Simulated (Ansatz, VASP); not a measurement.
# Au in VASP and in Ansatz

```xyz
5
Lattice="2.8626 0.0000 0.0000 0.0000 4.0483 0.0000 0.0000 0.0000 21.7252" Properties=species:S:1:pos:R:3 pbc="T T T"
Au    0.0000    0.0000    8.1026
Au    1.4313    2.0242    9.3677
Au    0.0000    0.0000   10.8626
Au    1.4313    2.0242   12.3575
Au    0.0000    0.0000   13.6226
```

Alike in both runs: functional LDA; k mesh 13 × 9 × 1; occupations fermi-dirac, width 0.05 eV; no spin polarisation.

Ansatz relaxed the structure, and its values are those at the end. VASP's run is a single point on that final structure, the one shown.

|  | VASP | Ansatz |
| --- | --- | --- |
| version | VASP 6.6.1 | Ansatz 0.2.0 |
| potentials or method | VASP PAW LDA potentials, release 64 (Au) | PAW with Ansatz's default frozen-core files, scalar-relativistic |
| plane-wave cutoff (eV) | 520 | 420 |
| valence electrons in the cell | 55 | 95 |

|  | VASP | Ansatz | Ansatz less VASP |
| --- | --- | --- | --- |
| rms of the force components (eV/Å) | 0.015 | 0.000 | -0.0153 |

LDA's correlation is that of Perdew and Zunger in VASP and of Perdew and Wang (1992) in Ansatz. VASP's potentials hold 55 valence electrons a cell and Ansatz's 95, so a difference there can come from the potentials and not from the codes. Ansatz's warnings: stress scf threshold loose, xc potential rough in thin density.

Spin-orbit coupling is off throughout.
